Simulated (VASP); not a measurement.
# HgSe (F-43m) in VASP: electric field gradients with pbe exchange, pbesol correlation

Aim: the electric field gradients of HgSe with pbe exchange, pbesol correlation.

Program: VASP 6.6.1. These are calculated values, not measurements. Logs are shortened: lines on timing, memory, paths and dates and some standing lists are left out, and cuts for length are marked.

### 1 The cell of the first run

Symmetry: F-43m, No. 216, cubic system. Conventional cell: a = 5.911 Å, b = 5.911 Å, c = 5.911 Å, α = 90.00°, β = 90.00°, γ = 90.00°. Hg (site symmetry -43m) has 4 Se at 2.56 Å within 3.4 Å. Within 3.4 Å of Se (site symmetry -43m) lie 4 Hg at 2.56 Å.

### 2 Electric field gradients, pbe exchange, pbesol correlation (25.82 Å³/atom)

Input file INCAR:

```
SYSTEM = HgSe
ALGO = Normal ; EDIFF = 1E-8
ENCUT = 400 ; GGA = LIBXC
GGA_COMPAT = .False. ; ISIF = 2
ISMEAR = 0 ; LASPH = .True.
LCHARG = .False. ; LEFG = .True.
LIBXC1 = GGA_X_PBE ; LIBXC2 = GGA_C_PBE_SOL
LREAL = .False. ; LWAVE = .False.
NBANDS = 16 ; NELM = 120
PREC = Accurate ; SIGMA = 0.025
```

Input file KPOINTS:

```
k-points
0
Gamma
  8 8 8
  0 0 0
```

Input file POSCAR:

```
HgSe
1.0
    0.0000000000      2.9556974450      2.9556974450
    2.9556974450      0.0000000000      2.9556974450
    2.9556974450      2.9556974450      0.0000000000
Hg Se
1 1
Direct
    0.0000000000      0.0000000000      0.0000000000
    0.2500000000      0.2500000000      0.2500000000
```

Potentials or basis: VASP PAW PBE potentials, release 64 (Hg, Se).

The run is started by

```sh
$ cat potpaw_PBE.64/Hg/POTCAR potpaw_PBE.64/Se/POTCAR > POTCAR
$ mpirun -np 1 vasp_std > vasp.out
```

OUTCAR:

```text
SYSTEM = HgSe
   EDIFF = 1E-8
   ENCUT = 400
   GGA = LIBXC
   ISIF = 2
   ISMEAR = 0
   LASPH = .True.
   LREAL = .False.
   NELM = 120
   PREC = Accurate

 ion  position               nearest neighbor table
   1  0.000  0.000  0.000-   2 2.56   2 2.56   2 2.56   2 2.56
   2  0.250  0.250  0.250-   1 2.56   1 2.56   1 2.56   1 2.56

  LATTYP: Found a face centered cubic cell.
 ALAT       =     5.9113948900

  Lattice vectors:

 A1 = (   0.0000000000,   2.9556974450,   2.9556974450)
 A2 = (   2.9556974450,   0.0000000000,   2.9556974450)
 A3 = (   2.9556974450,   2.9556974450,   0.0000000000)

Analysis of symmetry for initial positions (statically):
=====================================================================
 Subroutine PRICEL returns:
 Original cell was already a primitive cell.

 Routine SETGRP: Setting up the symmetry group for a
 face centered cubic supercell.

 Subroutine GETGRP returns: Found 24 space group operations
 (whereof 24 operations were pure point group operations)
 out of a pool of 48 trial point group operations.

The static configuration has the point symmetry T_d .

Analysis of symmetry for dynamics (positions and initial velocities):
=====================================================================
 Subroutine PRICEL returns:
 Original cell was already a primitive cell.

 Routine SETGRP: Setting up the symmetry group for a
 face centered cubic supercell.

 Subroutine GETGRP returns: Found 24 space group operations
 (whereof 24 operations were pure point group operations)
 out of a pool of 48 trial point group operations.

The dynamic configuration has the point symmetry T_d .

 Subroutine INISYM returns: Found 24 space group operations
 (whereof 24 operations are pure point group operations),
 and found     1 'primitive' translations

----------------------------------------------------------------------------------------

                                     Primitive cell

  volume of cell :      51.6428

  direct lattice vectors                    reciprocal lattice vectors
     0.000000000  2.955697445  2.955697445    -0.169164811  0.169164811  0.169164811
     2.955697445  0.000000000  2.955697445     0.169164811 -0.169164811  0.169164811
[... 125 lines left out ...]
 Free energy of the ion-electron system (eV)
  ---------------------------------------------------
  ext. energy  EPLUGINS =         0.00000000
  ---------------------------------------------------
  free energy    TOTEN  =        -3.71429355 eV

  energy without entropy =       -3.71421823  energy(sigma->0) =       -3.71425589

 E-fermi :   2.5731     XC(G=0):  -9.4922

 val. band max:        2.5655259649   @ k =   0.0000   0.0000   0.0000
 cond. band min:       3.2247557302   @ k =   0.1250   0.0000   0.0000
 fundamental gap:      0.6592297653
 Fermi energy:         2.5731401382

 k-point     1 :       0.0000    0.0000    0.0000
  band No.  band energies     occupation
      1     -11.5808      2.00000
      2      -5.1853      2.00000
      3      -5.1853      2.00000
      4      -5.1853      2.00000
      5      -4.2902      2.00000
      6      -4.2902      2.00000
[... 433 lines left out ...]
      3      -4.8558      2.00000
      4      -4.3705      2.00000
      5      -4.2712      2.00000
      6      -3.8513      2.00000
[... 8 lines left out ...]
     15      14.1050      0.00000
     16      15.0732      0.00000

 [... further k-points ...]

------------------------ aborting loop because EDIFF is reached ----------------------------------------

  FORCE on cell =-STRESS in cart. coord.  units (eV):
  Direction    XX          YY          ZZ          XY          YZ          ZX
  --------------------------------------------------------------------------------------
  -------------------------------------------------------------------------------------
  Total        4.0167943      4.0167943      4.0167943      0.0000000      0.0000000      0.0000000
  in kB      124.6178484    124.6178484    124.6178484      0.0000000      0.0000000      0.0000000
  external PRESSURE =     124.6178484 kB  Pullay stress =       0.0000000 kB

 VOLUME and BASIS-vectors are now :
 -----------------------------------------------------------------------------
  energy-cutoff  :      400.00
  volume of cell :       51.64
      direct lattice vectors                 reciprocal lattice vectors
     0.000000000  2.955697445  2.955697445    -0.169164811  0.169164811  0.169164811
     2.955697445  0.000000000  2.955697445     0.169164811 -0.169164811  0.169164811
     2.955697445  2.955697445  0.000000000     0.169164811  0.169164811 -0.169164811

 POSITION                                       TOTAL-FORCE (eV/Angst)
 -----------------------------------------------------------------------------------
      0.00000      0.00000      0.00000         0.000000     -0.000000      0.000000
      1.47785      1.47785      1.47785        -0.000000      0.000000     -0.000000
 -----------------------------------------------------------------------------------
    total drift:                               -0.000000     -0.000000     -0.000000

  FREE ENERGIE OF THE ION-ELECTRON SYSTEM (eV)
  ---------------------------------------------------
  free  energy   TOTEN  =        -3.7142935520 eV

  energy  without entropy=       -3.7142182286  energy(sigma->0) =       -3.71425589

 Electric field gradients (V/A^2)
---------------------------------------------------------------------
 ion       V_xx      V_yy      V_zz      V_xy      V_xz      V_yz
---------------------------------------------------------------------
   1      -0.000    -0.000    -0.000     0.000     0.000     0.000
   2      -0.000    -0.000     0.000    -0.000    -0.000    -0.000
---------------------------------------------------------------------

 Electric field gradients after diagonalization (V/A^2)
 (convention: |V_zz| > |V_xx| > |V_yy|)
----------------------------------------------------------------------
 ion       V_xx      V_yy      V_zz     asymmetry (V_yy - V_xx)/ V_zz
----------------------------------------------------------------------
   1      -0.000    -0.000     0.001       0.000
   2       0.000     0.000    -0.001       0.000
----------------------------------------------------------------------

           NMR quadrupolar parameters

 Cq : quadrupolar parameter    Cq=e*Q*V_zz/h
 eta: asymmetry parameters     (V_yy - V_xx)/ V_zz
 Q  : nuclear electric quadrupole moment in mb (millibarn)
----------------------------------------------------------------------
 ion       Cq(MHz)       eta       Q (mb)
----------------------------------------------------------------------
   1       0.000       0.000       1.000
   2      -0.000       0.000       1.000
----------------------------------------------------------------------
```

OSZICAR:

```text
N       E                     dE             d eps       ncg     rms          rms(c)
DAV:   1     0.951932005324E+02    0.95193E+02   -0.74580E+03   936   0.820E+02
DAV:   2    -0.100658005403E+01   -0.96200E+02   -0.90963E+02  1104   0.223E+02
DAV:   3    -0.403468836860E+01   -0.30281E+01   -0.30223E+01  1120   0.409E+01
DAV:   4    -0.404528294995E+01   -0.10595E-01   -0.10594E-01  1152   0.246E+00
DAV:   5    -0.404534013878E+01   -0.57189E-04   -0.57189E-04  1128   0.158E-01    0.988E+00
DAV:   6    -0.373204988894E+01    0.31329E+00   -0.48996E-01  1384   0.101E+01    0.734E+00
DAV:   7    -0.371592409856E+01    0.16126E-01   -0.14524E-01  1080   0.278E+00    0.281E+00
DAV:   8    -0.371450672620E+01    0.14174E-02   -0.19474E-02  1088   0.174E+00    0.232E-01
DAV:   9    -0.371428710043E+01    0.21963E-03   -0.17652E-03  1144   0.588E-01    0.974E-02
DAV:  10    -0.371428551711E+01    0.15833E-05   -0.12059E-04  1200   0.142E-01    0.287E-02
DAV:  11    -0.371429464562E+01   -0.91285E-05   -0.27281E-05  1112   0.527E-02    0.109E-02
DAV:  12    -0.371429361022E+01    0.10354E-05   -0.67929E-06  1064   0.389E-02    0.375E-03
DAV:  13    -0.371429354829E+01    0.61932E-07   -0.59220E-07  1040   0.675E-03    0.154E-03
DAV:  14    -0.371429355201E+01   -0.37217E-08   -0.39063E-08  1256   0.157E-03
   1 F= -.37142936E+01 E0= -.37142559E+01  d E =-.753234E-04
```

Wall time 37 s (1 thread of Intel Xeon 8259CL, shared host); peak memory 0.13 GiB.

What came out:

```yaml
Free_energy: -3.7143 eV
Pressure: 12.5 GPa
Band_gap_on_the_k_mesh: zero (filled and empty bands touch)
Largest_electric_field_gradient_by_atom: under 0.05 V/Å² on every atom
```

Levels at points of the mesh, in eV from the Fermi level:
| k point | band 5 | band 6 | band 7 | band 8 | band 9 | band 10 | band 11 | band 12 | band 13 | band 14 |
| --- | --- | --- | --- | --- | --- | --- | --- | --- | --- | --- |
| (0.00, 0.00, 0.00) | -6.86 | -6.86 | -0.88 | -0.01 | -0.01 | -0.01 | 5.36 | 5.36 | 5.36 | 8.67 |
| (0.50, 0.00, 0.00) | -6.80 | -6.47 | -6.16 | -1.16 | -1.16 | 1.09 | 6.20 | 6.20 | 7.17 | 9.32 |
| (0.50, 0.50, 0.00) | -6.72 | -6.42 | -5.55 | -2.70 | -2.70 | 2.79 | 2.81 | 8.70 | 10.24 | 10.24 |

Caveat: the cell stands under pressure; semilocal functionals underestimate gaps, and a narrow one can read as zero; the PAW data sets were made with another functional, which shifts forces and pressure a little; spin-orbit coupling is left out, which moves the levels of the heavy elements.

The gap in the log of VASP goes by the Fermi energy; the results here count the filled bands.